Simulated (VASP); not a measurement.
# SiO2 (I-42d) in VASP: single point with PBE

Aim: the single point of SiO2 with PBE.

All numbers are computed with VASP 6.6.1; they aren't measurements. Logs are shortened: lines on timing, memory, paths and dates and some standing lists are left out, and cuts for length are marked.

**1. The cell of the first run**

It takes space group I-42d (No. 122, tetragonal). The conventional cell has a = 4.803 Å, b = 4.803 Å, c = 7.317 Å, α = 90.00°, β = 90.00°, γ = 90.00°. Within 2.2 Å of Si (site symmetry -4) lie 4 O at 1.62 Å. Within 2.2 Å of O (site symmetry 2) lie 2 Si at 1.62 Å.

**2. Single point, PBE**

INCAR reads:

```
ALGO     = Normal         # electronic algorithm
EDIFF    = 1E-6           # SCF threshold, eV
ENCUT    = 520            # plane-wave cutoff, eV
GGA      = PE             # functional
ISIF     = 2              # what is computed and relaxed
ISMEAR   = 0              # smearing method
LASPH    = True           # aspherical terms in the spheres
LCHARG   = False          # write CHGCAR
LREAL    = False          # projectors in reciprocal space
LWAVE    = False          # write WAVECAR
NBANDS   = 25             # bands
NELM     = 100            # most SCF steps
PREC     = Accurate       # precision mode
SIGMA    = 0.05           # smearing width, eV
```

KPOINTS reads:

```
k-points
0
Gamma
  4 4 4
```

POSCAR reads:

```
SiO2
1.0
   -2.4016287954      2.4016287954      3.6585047410
    2.4016287954     -2.4016287954      3.6585047410
    2.4016287954      2.4016287954     -3.6585047410
Si O
2 4
Direct
    0.0000000000      0.0000000000      0.0000000000
    0.7500000000      0.2500000000      0.5000000000
    1.0000759676      0.6250000000      0.8750759676
    0.3750000000      0.2500759676      0.3750759676
    0.7499240324      0.1250000000      0.1249240324
    0.8750000000     -0.0000759676      0.6249240324
```

Potentials or basis: VASP PAW PBE potentials, release 64 (Si, O).

Launch:

```bash
> cat potpaw_PBE.64/Si/POTCAR potpaw_PBE.64/O/POTCAR > POTCAR
> mpirun -np 1 vasp_std > vasp.out
```

OUTCAR:

```text
EDIFF = 1E-6
   ENCUT = 520
   GGA = PE
   ISIF = 2
   ISMEAR = 0
   LASPH = True
   LREAL = False
   NELM = 100
   PREC = Accurate

 ion  position               nearest neighbor table
   1  0.000  0.000  0.000-   3 1.62   4 1.62   5 1.62   6 1.62   2 3.02   2 3.02   2 3.02   2 3.02

   2  0.750  0.250  0.500-   3 1.62   4 1.62   5 1.62   6 1.62   1 3.02   1 3.02   1 3.02   1 3.02

   3  0.000  0.625  0.875-   1 1.62   2 1.62
   4  0.375  0.250  0.375-   1 1.62   2 1.62
   5  0.750  0.125  0.125-   1 1.62   2 1.62
   6  0.875  1.000  0.625-   1 1.62   2 1.62

  LATTYP: Found a body centered tetragonal cell.
 ALAT       =     4.8032575908
 C/A-ratio  =     1.5233431361

  Lattice vectors:

 A1 = (  -2.4016287954,   2.4016287954,   3.6585047410)
 A2 = (   2.4016287954,  -2.4016287954,   3.6585047410)
 A3 = (   2.4016287954,   2.4016287954,  -3.6585047410)

Analysis of symmetry for initial positions (statically):
=====================================================================
 Subroutine PRICEL returns:
 Original cell was already a primitive cell.

 Routine SETGRP: Setting up the symmetry group for a
 body centered tetragonal supercell.

 Subroutine GETGRP returns: Found  8 space group operations
 (whereof  4 operations were pure point group operations)
 out of a pool of 16 trial point group operations.

The static configuration has the point symmetry S_4 .
 The point group associated with its full space group is D_2d.

Analysis of symmetry for dynamics (positions and initial velocities):
=====================================================================
 Subroutine PRICEL returns:
 Original cell was already a primitive cell.

 Routine SETGRP: Setting up the symmetry group for a
 body centered tetragonal supercell.

 Subroutine GETGRP returns: Found  8 space group operations
 (whereof  4 operations were pure point group operations)
 out of a pool of 16 trial point group operations.

The dynamic configuration has the point symmetry S_4 .
 The point group associated with its full space group is D_2d.

 Subroutine INISYM returns: Found  8 space group operations
 (whereof  4 operations are pure point group operations),
 and found     1 'primitive' translations

----------------------------------------------------------------------------------------

                                     Primitive cell

  volume of cell :      84.4064

  direct lattice vectors                    reciprocal lattice vectors
    -2.401628795  2.401628795  3.658504741     0.000000000  0.208192041  0.136667856
     2.401628795 -2.401628795  3.658504741     0.208192041  0.000000000  0.136667856
     2.401628795  2.401628795 -3.658504741     0.208192041  0.208192041  0.000000000

  length of vectors
     4.992023506  4.992023506  4.992023506     0.249042223  0.249042223  0.294428008

  position of ions in fractional coordinates (direct lattice)
     0.000000000  0.000000000  0.000000000
     0.750000000  0.250000000  0.500000000
     0.000075968  0.625000000  0.875075968
     0.375000000  0.250075968  0.375075968
     0.749924032  0.125000000  0.124924032
     0.875000000  0.999924032  0.624924032

  ion indices of the primitive-cell ions
   primitive index   ion index
                 1           1
                 2           2
                 3           3
                 4           4
                 5           5
                 6           6

----------------------------------------------------------------------------------------

 KPOINTS: k-points

Automatic generation of k-mesh.
 Grid dimensions read from file:
 generate k-points for:    4    4    4

 Generating k-lattice:

  Cartesian coordinates                     Fractional coordinates (reciprocal lattice)
     0.000000000  0.052048010  0.034166964     0.250000000 -0.000000000  0.000000000
     0.052048010  0.000000000  0.034166964    -0.000000000  0.250000000  0.000000000
     0.052048010  0.052048010  0.000000000     0.000000000  0.000000000  0.250000000

  Length of vectors
     0.062260556  0.062260556  0.073607002

  Shift w.r.t. Gamma in fractional coordinates (k-lattice)
     0.000000000  0.000000000  0.000000000

 Subroutine IBZKPT returns following result:
 ===========================================

 Found     13 irreducible k-points:

 Following reciprocal coordinates:
            Coordinates               Weight
  0.000000  0.000000  0.000000      1.000000
  0.250000  0.000000  0.000000      8.000000
  0.500000  0.000000  0.000000      4.000000
  0.250000  0.250000  0.000000      8.000000
  0.500000  0.250000  0.000000     16.000000
 -0.250000  0.250000  0.000000      4.000000
  0.500000  0.500000  0.000000      2.000000
  0.250000  0.250000  0.250000      2.000000
 -0.250000  0.250000  0.250000      4.000000
  0.500000  0.500000  0.250000      4.000000
 -0.250000  0.500000  0.250000      8.000000
 -0.250000 -0.250000  0.250000      2.000000
  0.500000  0.500000  0.500000      1.000000
   k-points           NKPTS =     13   k-points in BZ     NKDIM =     13   number of bands    NBANDS=     25
   number of dos      NEDOS =    301   number of ions     NIONS =      6
   total plane-waves  NPLWV =  64000
   dimension x,y,z NGX =    40 NGY =   40 NGZ =   40
   dimension x,y,z NGXF=    80 NGYF=   80 NGZF=   80
   ions per type =               2   4
   NGX,Y,Z   is equivalent  to a cutoff of  13.32, 13.32, 13.32 a.u.
   NGXF,Y,Z  is equivalent  to a cutoff of  26.64, 26.64, 26.64 a.u.
 SYSTEM =  unknown system
   PREC   = accura    normal or accurate (medium, high low for compatibility)
   ISTART =      0    job   : 0-new  1-cont  2-samecut
   ICHARG =      2    charge: 1-file 2-atom 10-const
   ISPIN  =      1    spin polarized calculation?
   LNONCOLLINEAR =      F non collinear calculations
   LSORBIT =      F    spin-orbit coupling
   LASPH  =      T    aspherical Exc in radial PAW
   ENCUT  =  520.0 eV  38.22 Ry    6.18 a.u.   9.28  9.28  9.28*2*pi/ulx,y,z
   NELM   =    100;   NELMIN=  2; NELMDL= -5     # of ELM steps
   EDIFF  = 0.1E-05   stopping-criterion for ELM
   LREAL  =      F    real-space projection
   EDIFFG = 0.1E-04   stopping-criterion for IOM
   NSW    =      0    number of steps for IOM
   IBRION =     -1    ionic relax: 0-MD 1-quasi-New 2-CG
   NFREE  =      0    steps in history (QN), initial steepest desc. (CG)
   ISIF   =      2    stress and relaxation
   ISYM   =      2    0-nonsym 1-usesym 2-fastsym
   POTIM  = 0.5000    time-step for ionic-motion
   TEBEG  =    0.0;   TEEND  =   0.0 temperature during run
   PSTRESS=    0.0 pullay stress
   NELECT =      32.0000    total number of electrons
   NUPDOWN=      -1.0000    fix difference up-down
   EMIN   =  10.00;   EMAX   =-10.00  energy-range for DOS
   EFERMI =   0.00;   METHOD = LEGACY
   ISMEAR =     0;   SIGMA  =   0.05  broadening in eV -4-tet -1-fermi 0-gaus
   EFERMI_NEDOS =   21; number of points for ismear=-14 and -15
   IALGO  =     38    algorithm
   IMIX   =      4    mixing-type and parameters
     AMIX     =   0.40;   BMIX     =  1.00
     AMIX_MAG =   1.60;   BMIX_MAG =  1.00
  volume/ion in A,a.u.               =      14.07        94.93
  Fermi-wavevector in a.u.,A,eV,Ry     =   1.184858  2.239057 19.101068  1.403889
  Thomas-Fermi vector in A             =   2.321064
   LORBIT       =      0    0 simple, 1 ext, 2 COOP (PROOUT), +10 PAW based schemes
   GGA     = PE    functional components
   LHFCALC =     F    Hartree Fock is set to
   AEXX    =    0.0000 exact exchange contribution
   IVDW    =     0    specifies the selected vdW correction
   LEPSILON=     F    determine dielectric tensor
   LRPA    =     F    only Hartree local field effects (RPA)
 non-spin polarized calculation
 Gauss-broadening in eV      SIGMA  =   0.05
  energy-cutoff  :      520.00
  volume of cell :       84.41
 maximum number of plane-waves:      2312
 NGX is ok and might be reduce to    40
   NGX = 19   NGY = 19   NGZ = 19

 number of electron      32.0000009 magnetization

 Free energy of the ion-electron system (eV)
  ---------------------------------------------------
  ext. energy  EPLUGINS =         0.00000000
  ---------------------------------------------------
  free energy    TOTEN  =       -47.40411707 eV

  energy without entropy =      -47.40411707  energy(sigma->0) =      -47.40411707

 E-fermi :   0.1022     XC(G=0):  -8.5562

 val. band max:       -0.1642799589   @ k =   0.0000   0.0000   0.0000
 cond. band min:       5.9034181630   @ k =   0.0000   0.0000   0.0000
 fundamental gap:      6.0676981218
 Fermi energy:         0.1021574685

 k-point     1 :       0.0000    0.0000    0.0000
  band No.  band energies     occupation
      1     -19.2091      2.00000
      2     -17.1182      2.00000
      3     -17.1182      2.00000
      4     -17.0369      2.00000
      5      -8.8529      2.00000
      6      -5.4044      2.00000
[... 17 lines left out ...]
     24      13.5210      0.00000
     25      13.9691      0.00000

 k-point     2 :       0.2500    0.0000    0.0000
  band No.  band energies     occupation
      1     -19.0226      2.00000
      2     -17.3852      2.00000
      3     -17.1305      2.00000
      4     -17.0748      2.00000
      5      -8.4530      2.00000
      6      -5.5719      2.00000
[... 17 lines left out ...]
     24      12.9594      0.00000
     25      13.8335      0.00000

 k-point     3 :       0.5000    0.0000    0.0000
  band No.  band energies     occupation
      1     -18.7453      2.00000
      2     -17.7602      2.00000
      3     -17.1382      2.00000
      4     -17.0951      2.00000
      5      -7.9561      2.00000
      6      -5.8608      2.00000
[... 244 lines left out ...]
 k-point    12 :      -0.2500   -0.2500    0.2500
  band No.  band energies     occupation
      1     -18.9513      2.00000
      2     -17.4403      2.00000
      3     -17.1381      2.00000
      4     -17.1381      2.00000
      5      -8.2297      2.00000
      6      -5.5247      2.00000
[... 17 lines left out ...]
     24      12.9989      0.00000
     25      13.8445      0.00000

 k-point    13 :       0.5000    0.5000    0.5000
  band No.  band energies     occupation
      1     -18.2633      2.00000
      2     -18.2633      2.00000
      3     -17.1578      2.00000
      4     -17.1578      2.00000
      5      -6.8250      2.00000
      6      -6.8250      2.00000
[... 17 lines left out ...]
     24      13.4298      0.00000
     25      13.5558      0.00000

------------------------ aborting loop because EDIFF is reached ----------------------------------------

  FORCE on cell =-STRESS in cart. coord.  units (eV):
  Direction    XX          YY          ZZ          XY          YZ          ZX
  --------------------------------------------------------------------------------------
  -------------------------------------------------------------------------------------
  Total        1.5463752      1.5463752      1.5753090      0.0000000     -0.0000000      0.0000000
  in kB       29.3528378     29.3528378     29.9020501      0.0000000     -0.0000000      0.0000000
  external PRESSURE =      29.5359086 kB  Pullay stress =       0.0000000 kB

 VOLUME and BASIS-vectors are now :
 -----------------------------------------------------------------------------
  energy-cutoff  :      520.00
  volume of cell :       84.41
      direct lattice vectors                 reciprocal lattice vectors
    -2.401628795  2.401628795  3.658504741     0.000000000  0.208192041  0.136667856
     2.401628795 -2.401628795  3.658504741     0.208192041  0.000000000  0.136667856
     2.401628795  2.401628795 -3.658504741     0.208192041  0.208192041  0.000000000

 POSITION                                       TOTAL-FORCE (eV/Angst)
 -----------------------------------------------------------------------------------
      0.00000      0.00000      0.00000         0.000000     -0.000000      0.000000
      0.00000      2.40163      1.82925         0.000000     -0.000000     -0.000000
      3.60244      0.60077     -0.91463         0.000000      0.012114     -0.000000
      0.60077      1.20081      0.91463         0.012114     -0.000000     -0.000000
     -1.20081      1.80086      2.74388         0.000000     -0.012114      0.000000
      1.80086      1.20081      4.57313        -0.012114     -0.000000      0.000000
 -----------------------------------------------------------------------------------
    total drift:                                0.000003      0.000003      0.000003

  FREE ENERGIE OF THE ION-ELECTRON SYSTEM (eV)
  ---------------------------------------------------
  free  energy   TOTEN  =       -47.4041170737 eV

  energy  without entropy=      -47.4041170737  energy(sigma->0) =      -47.40411707
```

Run time: 18 s. Hardware: 1 thread of Intel Xeon 6975P-C (Granite Rapids), shared host; peak memory 0.22 GiB.

Results:

* Free energy: -47.4041 eV
* Pressure: 3.0 GPa
* Largest force: 0.012 eV/Å
* Band gap on the k mesh: 6.07 eV, direct

Forces in eV/Å, atoms in the order of the input:
```
Si   0.000  0.000  0.000
Si   0.000  0.000  0.000
O    0.000  0.012  0.000
O    0.012  0.000  0.000
O    0.000 -0.012  0.000
O   -0.012  0.000  0.000
```

Caveat: the k points lie up to 0.46 Å⁻¹ apart. As with any semilocal functional, this PBE gap is likely too small.
